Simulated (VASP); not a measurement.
ZnCd2Te2: relaxation of the atoms with PBE

ZnCd2Te2, a slab with vacuum:

```
CELL_PARAMETERS angstrom
4.67946 0.00000 0.00000
-2.33973 4.05253 0.00000
0.00000 0.00000 20.08073
ATOMIC_POSITIONS crystal
Te 0.00000 0.00000 0.19920
Te 0.33333 0.66667 0.40371
Cd 0.33333 0.66667 0.24676
Cd 0.66667 0.33333 0.42731
Zn 0.66667 0.22222 0.57049
```

```yaml
Program: VASP 6.6.1
Task: relaxation of the atoms
Functional: PBE
Potentials_or_basis: VASP PAW PBE potentials, release 64 (Te, Cd, Zn)
Cutoff: 520 eV
k_mesh: 6 × 6 × 1
Occupations: gaussian, width 0.05 eV
Spin: no spin polarisation
Dipole_correction: yes
Atoms_held_fixed_from_0: "[0, 1, 2, 3]"
Further_INCAR_settings: ALGO = Normal; EDIFF = 1e-07; IBRION = 2; EDIFFG = -0.025; NSW = 36
Atoms_held_along_some_axes_from_0: atom 4 along a and b
```

The band gap on the k mesh is zero (filled and empty bands touch).

Final structure:
```
CELL_PARAMETERS angstrom
4.67946 0.00000 0.00000
-2.33973 4.05253 0.00000
0.00000 0.00000 20.08073
ATOMIC_POSITIONS crystal
Te 0.00000 0.00000 0.19920
Te 0.33333 0.66667 0.40371
Cd 0.33333 0.66667 0.24676
Cd 0.66667 0.33333 0.42731
Zn 0.66667 0.22222 0.57049
```

Levels at points of the mesh, in eV from the Fermi level:
```
           k point  band 21  band 22  band 23  band 24  band 25  band 26  band 27  band 28
(0.00, 0.00, 0.00)    -1.86    -1.36    -0.36     0.00     0.00     1.33     1.81     3.19
(0.50, 0.00, 0.00)    -2.89    -2.22    -0.88    -0.70     0.59     0.71     1.69     2.51
(0.00, 0.50, 0.00)    -2.89    -2.34    -0.88    -0.72     0.48     0.98     1.55     2.49
(0.50, 0.50, 0.00)    -2.95    -2.11    -0.88    -0.69     0.42     0.71     1.88     2.55
```

Run time: 2.5 min on 4 MPI ranks on AMD EPYC 7R43 64-Core Processor (Zen 3) (shared host), peak memory 0.57 GiB a rank.

Caveat: the relaxation stopped at its first step, so nothing moved; spin-orbit coupling is left out, which moves the levels of the heavy elements.
